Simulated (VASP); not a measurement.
The system is Li.

```
Li
1.0
     4.19578    0.00000    0.00000
    -2.09789    3.63365    0.00000
     0.00000    0.00000    5.14547
Li
4
Cartesian
  0.0000 0.0000 0.0733
  0.0000 0.0000 2.6461
  0.0000 2.4224 4.0802
  2.0979 1.2112 1.5074
```

- Program: VASP 6.6.1
- Task: relaxation of cell and atoms
- Functional: PBE
- Potentials or basis: VASP PAW PBE potentials, release 64 (Li_sv)
- Cutoff: 600 eV
- k mesh: 6 × 6 × 4
- Occupations: gaussian, width 0.1 eV
- Spin: no spin polarisation

At the start: pressure 1.8 GPa; volume 19.61 Å³/atom.

Q: Where does the relaxation end?

A: Over 21 steps the energy falls by 62.2 meV/atom and the volume is 18.41 Å³/atom (-6.1 %); space group P6_3/mmc (No. 194, to 0.05 Å).

Step by step:
| step | energy change (eV) | largest force (eV/Å) | pressure (GPa) | volume (Å³) |
| --- | --- | --- | --- | --- |
| 1 | 0.0000 | 0.0844 | 1.83 | 78.45 |
| 2 | -0.0335 | 0.0820 | 1.35 | 81.02 |
| 3 | -0.0862 | 0.0713 | 0.13 | 89.04 |
| 4 | -0.0893 | 0.0673 | -0.19 | 91.57 |
| 5 | -0.0934 | 0.0608 | -0.18 | 91.22 |
| 6 | -0.1053 | 0.0399 | -0.16 | 90.13 |
| 7 | -0.1246 | 0.0024 | -0.11 | 87.86 |
| 8 | -0.1301 | 0.2055 | -0.03 | 82.97 |
| 9 | -0.1322 | 0.1134 | -0.05 | 84.84 |
| 10 | -0.1398 | 0.1303 | -0.11 | 84.20 |
| 11 | -0.1679 | 0.1719 | -0.28 | 82.15 |
| 12 | -0.2040 | 0.2910 | -0.45 | 77.49 |
| 13 | -0.2033 | 0.2675 | -0.40 | 78.46 |
| 14 | -0.2137 | 0.2524 | -0.42 | 77.57 |
| 15 | -0.2233 | 0.2241 | -0.47 | 76.15 |
| 16 | -0.2233 | 0.1514 | -0.51 | 73.21 |
| 17 | -0.2252 | 0.1844 | -0.50 | 74.51 |
| 18 | -0.2361 | 0.1362 | -0.20 | 73.67 |
| 19 | -0.2447 | 0.0342 | 0.46 | 71.96 |
| 20 | -0.2471 | 0.0123 | 0.29 | 72.62 |
| 21 | -0.2487 | 0.0204 | 0.04 | 73.66 |

Final structure:
```yaml
crystal:
  lattice:
    - [3.52114, 0.00000, 0.00000]
    - [-1.76057, 3.04940, 0.00000]
    - [0.00000, 0.00000, 6.86007]
  atoms:
    - { symbol: Li, position: [0.00000, 0.00000, 0.02795] }
    - { symbol: Li, position: [0.00000, 0.00000, 0.52795] }
    - { symbol: Li, position: [0.33333, 0.66667, 0.77926] }
    - { symbol: Li, position: [0.66667, 0.33333, 0.27926] }
```

Caveat: the cutoff is under 1.25 times the usual one of these potentials, so pressure, stress and relaxed cells hold a basis-set (Pulay) error.
